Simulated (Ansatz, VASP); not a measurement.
# Ta in VASP and in Ansatz

The input INCAR:

```
ALGO = Fast
EDIFF = 1E-7
ENCUT = 520
GGA = PE
ISIF = 2
ISMEAR = 0
LASPH = T
LCHARG = F
LREAL = F
LWAVE = F
NBANDS = 12
NELM = 80
PREC = Accurate
SIGMA = 0.15
```

Contents of KPOINTS:

```
k-points
0
Gamma
  22 22 22
```

POSCAR

```
Ta
1.0
   -1.0607450041      1.7064158762      1.7064158762
    1.7064158762     -1.0607450041      1.7064158762
    1.7064158762      1.7064158762     -1.0607450041
Ta
1
Direct
    0.0000000000      0.0000000000      0.0000000000
```

Input for Ansatz:

```yaml
crystal:
  lattice:
    - [-1.0607450041, 1.7064158762, 1.7064158762]
    - [1.7064158762, -1.0607450041, 1.7064158762]
    - [1.7064158762, 1.7064158762, -1.0607450041]
  atoms:
    - { symbol: Ta, position: [0.0, 0.0, 0.0] }
basis:
  ecutwfc: 420
kpoints:
  mp_grid: { grid: [22, 22, 22] }
hamiltonian:
  xc: pbe
scf:
  occupations: { method: gaussian, width: 0.15 }
output:
  forces: true
  stress: true
  eigenvalues: true
```

Alike in both runs: task single point; functional PBE; k mesh 22 × 22 × 22; occupations gaussian, width 0.15 eV; no spin polarisation.

|  | VASP | Ansatz |
| --- | --- | --- |
| version | VASP 6.6.1 | Ansatz 0.2.0 |
| potentials or method | VASP PAW PBE potentials, release 64 (Ta_pv), cutoff 520 eV | scalar-relativistic, plane waves, PAW |
| valence electrons in the cell | 11 | 13 |

|  | VASP | Ansatz | Ansatz less VASP |
| --- | --- | --- | --- |
| gap on the k mesh at the Fermi level (eV) | none | none | - |
| pressure (GPa) | 22.1 | 21.8 | -0.35 |
| traceless stress, the component that is largest in VASP (GPa) | -10.72 | -10.74 | -0.020 |

A gap of «none» marks a metal or a gap that the smearing closes. With one functional, cell and mesh, what is left measures potentials, basis and numerics. VASP's potentials hold 11 valence electrons a cell and Ansatz's 13, so a difference there can come from the potentials and not from the codes.

Spin-orbit coupling is off throughout.
